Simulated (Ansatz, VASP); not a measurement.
SrO in VASP and in Ansatz

File INCAR:

```
  PREC = Accurate
  ENCUT = 600
  EDIFF = 1E-6
  ISMEAR = 0
  SIGMA = 0.01
  LREAL = False
  LASPH = True
  NELM = 120
  ALGO = Normal
  ISIF = 2
  LWAVE = False
  LCHARG = False
  GGA = PS
  NBANDS = 15
  GGA_COMPAT = False
```

KPOINTS

```
regular mesh
0
Gamma
  6 6 6
```

POSCAR

```
SrO
1.0
    0.0000000000      2.5612016552      2.5612016552
    2.5612016552      0.0000000000      2.5612016552
    2.5612016552      2.5612016552      0.0000000000
Sr O
1 1
Direct
    0.0000000000      0.0000000000      0.0000000000
    0.5000000000      0.5000000000      0.5000000000
```

Input for Ansatz:

```yaml
crystal:
  lattice:
    - [0.0, 2.5612016552, 2.5612016552]
    - [2.5612016552, 0.0, 2.5612016552]
    - [2.5612016552, 2.5612016552, 0.0]
  atoms:
    - { symbol: Sr, position: [0.0, 0.0, 0.0] }
    - { symbol: O, position: [0.5, 0.5, 0.5] }
basis:
  ecutwfc: 420
kpoints:
  mp_grid: { grid: [6, 6, 6] }
  band_path:
    path:
      - [0.0, 0.0, 0.0]
      - [0.0, 0.0, 0.0]
      - [0.0, 0.0, 0.0]
      - [0.0, 0.0, 0.0]
      - [0.0, 0.0, 0.0]
      - [0.0, 0.0, 0.0]
      - [0.0, 0.0, 0.0]
      - [0.0, 0.0, 0.0]
      - [0.0, 0.0, 0.0]
      - [0.0, 0.0, 0.0]
      - [0.0, 0.0, 0.0]
      - [0.0, 0.0, 0.0]
      - [0.0, 0.0, 0.0]
      - [0.0, 0.0, 0.0]
      - [0.0, 0.0, 0.0]
      - [0.0, 0.0, 0.0]
      - [0.0, 0.0, 0.0]
      - [0.0, 0.0, 0.0]
      - [0.0, 0.0, 0.0]
      - [0.0, 0.0, 0.0]
      - [0.0, 0.0, 0.0]
      - [0.0, 0.0, 0.0]
      - [0.0, 0.0, 0.0]
      - [0.0, 0.0, 0.0]
      - [0.0, 0.0, 0.0]
      - [0.0, 0.0, 0.0]
      - [0.3, 0.3, 0.0]
      - [0.3166666667, 0.3166666667, 0.0]
      - [0.3333333333, 0.3333333333, 0.0]
      - [0.35, 0.35, 0.0]
      - [0.3666666667, 0.3666666667, 0.0]
      - [0.3833333333, 0.3833333333, 0.0]
      - [0.4, 0.4, 0.0]
      - [0.4166666667, 0.4166666667, 0.0]
      - [0.4333333333, 0.4333333333, 0.0]
      - [0.45, 0.45, 0.0]
      - [0.4666666667, 0.4666666667, 0.0]
      - [0.4833333333, 0.4833333333, 0.0]
      - [0.5, 0.5, 0.0]
      - [0.5, 0.5, 0.5]
      - [0.5, 0.5, 0.5]
      - [0.5, 0.5, 0.5]
      - [0.5, 0.5, 0.5]
      - [0.5, 0.5, 0.5]
      - [0.5, 0.5, 0.5]
      - [0.5, 0.5, 0.5]
      - [0.5, 0.5, 0.5]
      - [0.5, 0.5, 0.5]
      - [0.5, 0.5, 0.5]
      - [0.5, 0.5, 0.5]
      - [0.5, 0.5, 0.5]
      - [0.5, 0.5, 0.5]
      - [0.5, 0.5, 0.5]
      - [0.5, 0.5, 0.5]
      - [0.5, 0.5, 0.5]
      - [0.5, 0.5, 0.5]
      - [0.5, 0.5, 0.5]
      - [0.5, 0.5, 0.5]
      - [0.5, 0.5, 0.5]
      - [0.5, 0.5, 0.5]
      - [0.5, 0.5, 0.5]
      - [0.5, 0.5, 0.5]
      - [0.5, 0.5, 0.5]
      - [0.5, 0.5, 0.5]
      - [0.5, 0.5, 0.5]
    npoints: 1
hamiltonian:
  xc: pbesol
scf:
  occupations: { method: fixed }
  n_extra_bands: 5
output:
  eigenvalues: true
```

Alike in both runs: task single point; functional PBEsol; k mesh 6 × 6 × 6; no spin polarisation.

|  | VASP | Ansatz |
| --- | --- | --- |
| version | VASP 6.6.1 | Ansatz 0.2.0 |
| potentials or method | VASP PAW PBE potentials, release 64 (Sr_sv, O), cutoff 600 eV | scalar-relativistic, plane waves, PAW |
| occupations | gaussian, width 0.01 eV | fixed |
| valence electrons in the cell | 16 | 16 |

```csv
,VASP,Ansatz,Ansatz less VASP
gap on the k mesh at the Fermi level (eV),3.15,3.20,+0.048
least direct gap on the mesh (eV),3.23,3.26,+0.037
```

VASP's potentials were made for PBE, not for PBEsol.
